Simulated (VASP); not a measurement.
# SiCl (P4/mmm) in VASP: further runs

The runs below take SiCl through single point, relaxation of cell and atoms, with PBE.

All numbers are computed with VASP 6.6.1; they aren't measurements. Logs are shortened: lines on timing, memory, paths and dates and some standing lists are left out, and cuts for length are marked.

## Step 1: The cell of the first run

It takes space group P4/mmm (No. 123, tetragonal). Conventional cell: a = 3.154 Å, b = 3.154 Å, c = 3.783 Å, α = 90.00°, β = 90.00°, γ = 90.00°. Within 3.9 Å of Si (site symmetry 4/mmm) lie 8 Cl at 2.92 Å and 6 Si at 3.15 to 3.78 Å. Within 3.9 Å of Cl (site symmetry 4/mmm) lie 8 Si at 2.92 Å and 6 Cl at 3.15 to 3.78 Å.

The cell was built from a structure type or drawn by symmetry, and may not be a known phase.

## Step 2: Single point, PBE

Contents of INCAR:

```
SYSTEM = SiCl
ALGO = Normal ; EDIFF = 1E-6
ENCUT = 520 ; GGA = PE
ISIF = 2 ; ISMEAR = 0
LASPH = .TRUE. ; LCHARG = .FALSE.
LREAL = .FALSE. ; LWAVE = .FALSE.
NBANDS = 12 ; NELM = 100
PREC = Accurate ; SIGMA = 0.1
```

Contents of KPOINTS:

```
k-points
0
G
  6 6 4
  0 0 0
```

Contents of POSCAR:

```
SiCl
1.0
    3.1542287600      0.0000000000      0.0000000000
    0.0000000000      3.1542287600      0.0000000000
    0.0000000000      0.0000000000      3.7828658200
Si Cl
1 1
Direct
    0.5000000000      0.5000000000      0.5000000000
    0.0000000000      0.0000000000      0.0000000000
```

Potentials or basis: VASP PAW PBE potentials, release 64 (Si, Cl).

Started as:

```
$ cat potpaw_PBE.64/Si/POTCAR potpaw_PBE.64/Cl/POTCAR > POTCAR
$ mpirun -np 1 vasp_std > vasp.out
```

OUTCAR:

```text
SYSTEM = SiCl
   EDIFF = 1E-6
   ENCUT = 520
   GGA = PE
   ISIF = 2
   ISMEAR = 0
   LASPH = .TRUE.
   LREAL = .FALSE.
   NELM = 100
   PREC = Accurate

 ion  position               nearest neighbor table
   1  0.500  0.500  0.500-
   2  0.000  0.000  0.000-

  LATTYP: Found a simple tetragonal cell.
 ALAT       =     3.1542287600
 C/A-ratio  =     1.1992997680

  Lattice vectors:

 A1 = (   3.1542287600,   0.0000000000,   0.0000000000)
 A2 = (   0.0000000000,   3.1542287600,   0.0000000000)
 A3 = (   0.0000000000,   0.0000000000,   3.7828658200)

Analysis of symmetry for initial positions (statically):
=====================================================================
 Subroutine PRICEL returns:
 Original cell was already a primitive cell.

 Routine SETGRP: Setting up the symmetry group for a
 simple tetragonal supercell.

 Subroutine GETGRP returns: Found 16 space group operations
 (whereof 16 operations were pure point group operations)
 out of a pool of 16 trial point group operations.

The static configuration has the point symmetry D_4h.

Analysis of symmetry for dynamics (positions and initial velocities):
=====================================================================
 Subroutine PRICEL returns:
 Original cell was already a primitive cell.

 Routine SETGRP: Setting up the symmetry group for a
 simple tetragonal supercell.

 Subroutine GETGRP returns: Found 16 space group operations
 (whereof 16 operations were pure point group operations)
 out of a pool of 16 trial point group operations.

The dynamic configuration has the point symmetry D_4h.

 Subroutine INISYM returns: Found 16 space group operations
 (whereof 16 operations are pure point group operations),
 and found     1 'primitive' translations

----------------------------------------------------------------------------------------

                                     Primitive cell

  volume of cell :      37.6363

  direct lattice vectors                    reciprocal lattice vectors
     3.154228760  0.000000000  0.000000000     0.317034710  0.000000000  0.000000000
     0.000000000  3.154228760  0.000000000     0.000000000  0.317034710  0.000000000
     0.000000000  0.000000000  3.782865820     0.000000000  0.000000000  0.264349847

  length of vectors
     3.154228760  3.154228760  3.782865820     0.317034710  0.317034710  0.264349847

  position of ions in fractional coordinates (direct lattice)
     0.500000000  0.500000000  0.500000000
     0.000000000  0.000000000  0.000000000

  ion indices of the primitive-cell ions
[... 81 lines left out ...]
   ISIF   =      2    stress and relaxation
   ISYM   =      2    0-nonsym 1-usesym 2-fastsym
   POTIM  = 0.5000    time-step for ionic-motion
   TEBEG  =    0.0;   TEEND  =   0.0 temperature during run
   PSTRESS=    0.0 pullay stress
   NELECT =      11.0000    total number of electrons
   NUPDOWN=      -1.0000    fix difference up-down
   EMIN   =  10.00;   EMAX   =-10.00  energy-range for DOS
   EFERMI =   0.00;   METHOD = LEGACY
   ISMEAR =     0;   SIGMA  =   0.10  broadening in eV -4-tet -1-fermi 0-gaus
   EFERMI_NEDOS =   21; number of points for ismear=-14 and -15
   IALGO  =     38    algorithm
   IMIX   =      4    mixing-type and parameters
     AMIX     =   0.40;   BMIX     =  1.00
     AMIX_MAG =   1.60;   BMIX_MAG =  1.00
  volume/ion in A,a.u.               =      18.82       126.99
  Fermi-wavevector in a.u.,A,eV,Ry     =   1.086434  2.053062 16.059480  1.180339
  Thomas-Fermi vector in A             =   2.222570
   LORBIT       =      0    0 simple, 1 ext, 2 COOP (PROOUT), +10 PAW based schemes
   GGA     = PE    functional components
   LHFCALC =     F    Hartree Fock is set to
   AEXX    =    0.0000 exact exchange contribution
   IVDW    =     0    specifies the selected vdW correction
   LEPSILON=     F    determine dielectric tensor
   LRPA    =     F    only Hartree local field effects (RPA)
 non-spin polarized calculation
 Gauss-broadening in eV      SIGMA  =   0.10
  energy-cutoff  :      520.00
  volume of cell :       37.64
 maximum number of plane-waves:      1046
 NGX is ok and might be reduce to    24
   NGX = 11   NGY = 11   NGZ = 15

 number of electron      10.9999998 magnetization

 Free energy of the ion-electron system (eV)
  ---------------------------------------------------
  ext. energy  EPLUGINS =         0.00000000
  ---------------------------------------------------
  free energy    TOTEN  =        -6.15101874 eV

  energy without entropy =       -6.14200094  energy(sigma->0) =       -6.14650984

 E-fermi :   6.6776     XC(G=0): -10.1423

 val. band max:        6.6547660273   @ k =   0.3333   0.0000   0.0000
 cond. band min:       6.6833592087   @ k =   0.3333   0.1667   0.0000
 fundamental gap:      0.0285931814
 Fermi energy:         6.6775822402

 k-point     1 :       0.0000    0.0000    0.0000
  band No.  band energies     occupation
      1     -10.7932      2.00000
      2      -0.8362      2.00000
      3       1.0701      2.00000
      4       3.1483      2.00000
      5       3.1483      2.00000
      6      10.1768      0.00000
      7      10.3171      0.00000
      8      11.0895      0.00000
      9      11.4759      0.00000
     10      11.4759      0.00000
     11      17.4332      0.00000
     12      17.4332      0.00000
[... 331 lines left out ...]
 k-point    24 :       0.5000    0.0000    0.5000
  band No.  band energies     occupation
      1      -9.6350      2.00000
      2      -0.6141      2.00000
      3      -0.3540      2.00000
      4      -0.3306      2.00000
      5       4.0341      2.00000
      6       8.4140      0.00000
      7       9.9286      0.00000
      8      11.5635      0.00000
      9      13.0810      0.00000
     10      15.4598      0.00000
     11      15.6312      0.00000
     12      15.9037      0.00000

 [... further k-points ...]
[... 5 lines left out ...]
  --------------------------------------------------------------------------------------
  -------------------------------------------------------------------------------------
  Total        0.2353435      0.2353435      0.7041725      0.0000000      0.0000000     -0.0000000
  in kB       10.0185657     10.0185657     29.9765968      0.0000000      0.0000000     -0.0000000
  external PRESSURE =      16.6712427 kB  Pullay stress =       0.0000000 kB

 VOLUME and BASIS-vectors are now :
 -----------------------------------------------------------------------------
  energy-cutoff  :      520.00
  volume of cell :       37.64
      direct lattice vectors                 reciprocal lattice vectors
     3.154228760  0.000000000  0.000000000     0.317034710  0.000000000  0.000000000
     0.000000000  3.154228760  0.000000000     0.000000000  0.317034710  0.000000000
     0.000000000  0.000000000  3.782865820     0.000000000  0.000000000  0.264349847

 POSITION                                       TOTAL-FORCE (eV/Angst)
 -----------------------------------------------------------------------------------
      1.57711      1.57711      1.89143         0.000000      0.000000      0.000000
      0.00000      0.00000      0.00000         0.000000      0.000000      0.000000
 -----------------------------------------------------------------------------------
    total drift:                               -0.000000      0.000000      0.000000

  FREE ENERGIE OF THE ION-ELECTRON SYSTEM (eV)
  ---------------------------------------------------
  free  energy   TOTEN  =        -6.1510187427 eV

  energy  without entropy=       -6.1420009396  energy(sigma->0) =       -6.14650984
```

OSZICAR:

```text
N       E                     dE             d eps       ncg     rms          rms(c)
DAV:   1     0.254795300691E+02    0.25480E+02   -0.42339E+03   720   0.710E+02
DAV:   2    -0.454836274124E+01   -0.30028E+02   -0.28022E+02  1016   0.115E+02
DAV:   3    -0.624426604640E+01   -0.16959E+01   -0.16768E+01   888   0.245E+01
DAV:   4    -0.625575344187E+01   -0.11487E-01   -0.11483E-01   844   0.266E+00
DAV:   5    -0.625587386854E+01   -0.12043E-03   -0.12042E-03   876   0.259E-01    0.793E+00
DAV:   6    -0.615648851956E+01    0.99385E-01   -0.33004E-01   820   0.248E+00    0.430E+00
DAV:   7    -0.615135499288E+01    0.51335E-02   -0.38827E-02   896   0.989E-01    0.130E+00
DAV:   8    -0.615099673337E+01    0.35826E-03   -0.47794E-03   832   0.388E-01    0.776E-02
DAV:   9    -0.615101035794E+01   -0.13625E-04   -0.26096E-04   868   0.953E-02    0.438E-02
DAV:  10    -0.615101745623E+01   -0.70983E-05   -0.16719E-05   848   0.273E-02    0.127E-02
DAV:  11    -0.615101874649E+01   -0.12903E-05   -0.47034E-06   876   0.115E-02    0.377E-03
DAV:  12    -0.615101874269E+01    0.37946E-08   -0.42793E-07   432   0.399E-03
   1 F= -.61510187E+01 E0= -.61465098E+01  d E =-.901780E-02
```

stdout:

```text
POSCAR found type information on POSCAR SiCl
 POSCAR found :  2 types and       2 ions
 scaLAPACK will be used
 LDA part: xc-table for (Slater+PW92), standard interpolation
 POSCAR, INCAR and KPOINTS ok, starting setup
 FFT: planning ... GRIDC
 FFT: planning ... GRID_SOFT
 FFT: planning ... GRID
 WAVECAR not read
 entering main loop
```

Wall time 17 s (1 thread of Intel Xeon 8259CL, shared host); peak memory 0.14 GiB.

What came out:

```
Free energy            : -6.1510 eV
Pressure               : 1.7 GPa
Band gap on the k mesh : zero (an odd number of electrons rules out a gap without spin polarisation)
```

Caveat: the k points lie up to 0.42 Å⁻¹ apart, too coarse for converged energies and pressures of a metal; an odd number of electrons without spin polarisation forces a metal; a magnetic or distorted state may lie lower.

## Step 3: Single point, PBE

This run uses another cell than the first one, of 19.50 Å³/atom.

Contents of INCAR:

```
SYSTEM = SiCl
  PREC = Accurate
  ENCUT = 520
  EDIFF = 1E-6
  ISMEAR = 0
  SIGMA = 0.1
  LREAL = .FALSE.
  LASPH = .TRUE.
  NELM = 80
  ALGO = Normal
  ISIF = 2
  LWAVE = .FALSE.
  LCHARG = .FALSE.
  GGA = PE
  NBANDS = 12
```

Contents of KPOINTS:

```
Automatic mesh
0
G
  18 18 14
  0 0 0
```

Contents of POSCAR:

```
SiCl
1.0
    3.0609432045      0.0000000000      0.0000000000
    0.0000000000      3.0609432045      0.0000000000
    0.0000000000      0.0000000000      4.1618004676
Si Cl
1 1
Direct
    0.5000000000      0.5000000000      0.5000000000
    0.0000000000      0.0000000000      0.0000000000
```

Potentials or basis: VASP PAW PBE potentials, release 64 (Si, Cl).

Started as:

```
$ cat potpaw_PBE.64/Si/POTCAR potpaw_PBE.64/Cl/POTCAR > POTCAR
$ mpirun -np 1 vasp_std > vasp.out
```

Wall time 3 min (1 thread of Intel Xeon 8259CL, shared host); peak memory 0.29 GiB.

The run converged. Its results:

| Quantity | Value |
| --- | --- |
| Free energy | -6.2341 eV |
| Pressure | 0.0 GPa |
| Band gap on the k mesh | zero (an odd number of electrons rules out a gap without spin polarisation) |

Stress tensor (GPa, compression positive):
```
-0.07  0.00  0.00
 0.00 -0.07  0.00
 0.00  0.00  0.04
```

Levels at points of the mesh, in eV from the Fermi level:
```tsv
k point	band 3	band 4	band 5	band 6	band 7	band 8
(0.00, 0.00, 0.00)	-5.59	-2.32	-2.32	3.57	4.60	5.18
(0.50, 0.00, 0.00)	-4.04	-2.83	-2.47	-1.64	0.40	5.29
(0.50, 0.50, 0.00)	-5.80	-4.75	-3.14	0.45	0.45	2.69
(0.00, 0.00, 0.50)	-2.10	-2.10	-1.42	0.13	4.00	4.00
(0.50, 0.00, 0.50)	-6.61	-6.27	-1.55	1.22	3.52	5.79
(0.50, 0.50, 0.50)	-5.12	-4.13	-4.11	-1.87	-1.87	0.01
```

Caveat: an odd number of electrons without spin polarisation forces a metal; a magnetic or distorted state may lie lower.

## Step 4: Relaxation of cell and atoms, PBE

Contents of INCAR:

```
ALGO = Normal
EDIFF = 1E-6
EDIFFG = -0.01
ENCUT = 600
GGA = PE
IBRION = 2
ISIF = 3
ISMEAR = 0
LASPH = T
LCHARG = F
LREAL = F
LWAVE = F
NELM = 80
NSW = 100
PREC = Accurate
SIGMA = 0.1
```

Contents of KPOINTS:

```
k-points
0
Gamma
  18 18 14
```

Contents of POSCAR:

```
SiCl
1.0
    3.1542287600      0.0000000000      0.0000000000
    0.0000000000      3.1542287600      0.0000000000
    0.0000000000      0.0000000000      3.7828658200
Si Cl
1 1
Direct
    0.5000000000      0.5000000000      0.5000000000
    0.0000000000      0.0000000000      0.0000000000
```

Started as:

```
$ cat potpaw_PBE.64/Si/POTCAR potpaw_PBE.64/Cl/POTCAR > POTCAR
$ mpirun -np 1 vasp_std > vasp.out
```

Wall time 20 min (1 thread of Intel Xeon 8259CL, shared host); peak memory 0.33 GiB.

The run converged. Its results:

```
Free energy                           : -6.2340 eV
Relaxed volume                        : 19.50 Å³/atom
Relaxed cell                          : a = 3.061 Å, b = 3.061 Å, c = 4.161 Å, α = 90.00°, β = 90.00°, γ = 90.00°
Space group after relaxing (to 0.1 Å) : P4/mmm (No. 123)
Energy gained by relaxing             : 23.9 meV/atom
Ionic steps                           : 11
Pressure after relaxing               : 0.0 GPa
Band gap on the k mesh                : zero (an odd number of electrons rules out a gap without spin polarisation)
```

Stress tensor (GPa, compression positive):
```
-0.04  0.00  0.00
 0.00 -0.04  0.00
 0.00  0.00  0.05
```

The path:
```csv
step,energy change (eV),largest force (eV/Å),pressure (GPa),volume (Å³)
1,0.0000,0.0000,1.63,37.64
2,-0.0147,0.0000,0.30,38.69
3,-0.0200,0.0000,-1.64,40.54
4,-0.0209,0.0000,-1.17,40.05
5,-0.0341,0.0000,-1.06,39.96
6,-0.0447,0.0000,-0.89,39.80
7,-0.0255,0.0000,-0.47,39.34
8,-0.0458,0.0000,-0.84,39.74
9,-0.0460,0.0000,-0.82,39.71
10,-0.0478,0.0000,0.16,38.86
11,-0.0479,0.0000,-0.01,39.00
```

Final structure:
```yaml
crystal:
  lattice:
    - [3.06150, 0.00000, 0.00000]
    - [0.00000, 3.06150, 0.00000]
    - [0.00000, 0.00000, 4.16130]
  atoms:
    - { symbol: Si, position: [0.50000, 0.50000, 0.50000] }
    - { symbol: Cl, position: [0.00000, 0.00000, 0.00000] }
```

Levels at points of the mesh, in eV from the Fermi level:
```csv
k point,band 1,band 2,band 3,band 4,band 5,band 6,band 7,band 8,band 9
"(0.00, 0.00, 0.00)",-16.72,-7.87,-5.59,-2.32,-2.32,3.57,4.60,5.18,5.18
"(0.50, 0.00, 0.00)",-15.71,-8.58,-4.04,-2.83,-2.47,-1.64,0.40,5.28,8.42
"(0.50, 0.50, 0.00)",-14.93,-5.80,-5.80,-4.75,-3.14,0.45,0.45,2.69,4.20
"(0.00, 0.00, 0.50)",-16.43,-10.10,-2.10,-2.10,-1.42,0.12,3.99,3.99,6.97
"(0.50, 0.00, 0.50)",-15.58,-6.84,-6.61,-6.27,-1.55,1.22,3.52,5.78,7.05
"(0.50, 0.50, 0.50)",-14.85,-5.12,-5.12,-4.13,-4.11,-1.87,-1.87,0.01,7.63
```

Caveat: an odd number of electrons without spin polarisation forces a metal; a magnetic or distorted state may lie lower.

## Step 5: Overview

```tsv
task	cell	k mesh	cutoff (eV)	gap on the mesh (eV)	pressure (GPa)
single point	a = 3.154, b = 3.154, c = 3.783 Å, 2 atoms	6 × 6 × 4	520	none	1.7
single point	a = 3.061, b = 3.061, c = 4.162 Å, 2 atoms	18 × 18 × 14	520	none	0.0
relaxation of cell and atoms	relaxed from a = 3.154, b = 3.154, c = 3.783 Å, 2 atoms	18 × 18 × 14	600	none	0.0
```

Alike in all rows: level PBE; potentials or basis VASP PAW PBE potentials, release 64 (Si, Cl); no spin polarisation; smearing gaussian 0.1 eV.

Caveats: some runs use coarse meshes; an odd number of electrons without spin polarisation forces a metal; a magnetic or distorted state may lie lower.

Total energies depend on the potentials used, so only differences within one code and one set of settings carry meaning.
